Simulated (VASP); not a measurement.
A run of VASP 6.6.1 is set up as follows.

The input INCAR:

```
SYSTEM = Os
PREC = Accurate ; ENCUT = 520
EDIFF = 1E-8 ; ISMEAR = -1
SIGMA = 0.05 ; LREAL = .False.
LASPH = .True. ; NELM = 100
ALGO = Normal ; ISIF = 2
LWAVE = .False. ; LCHARG = .False.
GGA = PE ; LEFG = .True.
NBANDS = 15
```

File KPOINTS:

```
Automatic mesh
0
Gamma
  15 15 9
  0 0 0
```

The input POSCAR:

```
Os
1.0
    2.7071623731      0.0000000000      0.0000000000
   -1.3535811866      2.3444713873      0.0000000000
    0.0000000000      0.0000000000      4.4060940000
Os
2
Direct
    0.3333333333      0.6666666667      0.2500000000
    0.6666666667      0.3333333333      0.7500000000
```

Potentials or basis: VASP PAW PBE potentials, release 64 (Os).

Command:

```sh
$ cat potpaw_PBE.64/Os/POTCAR > POTCAR
$ mpirun -np 1 vasp_std > vasp.out
```

Question: Estimate the pressure.

Answer: 8.6 GPa.

Question: Estimate the band gap on the k mesh.

Answer: Zero (bands 8 and 9 overlap by 4.03 eV).

Stress tensor (GPa, compression positive):
```
14.49  0.00  0.00
 0.00 14.49  0.00
 0.00  0.00 -3.29
```

Caveat: the cell stands under pressure; without QUAD_EFG the Cq values of the log hold for a quadrupole moment of 1 mb, not for the nuclei; spin-orbit coupling is left out, which moves the levels of the heavy elements.
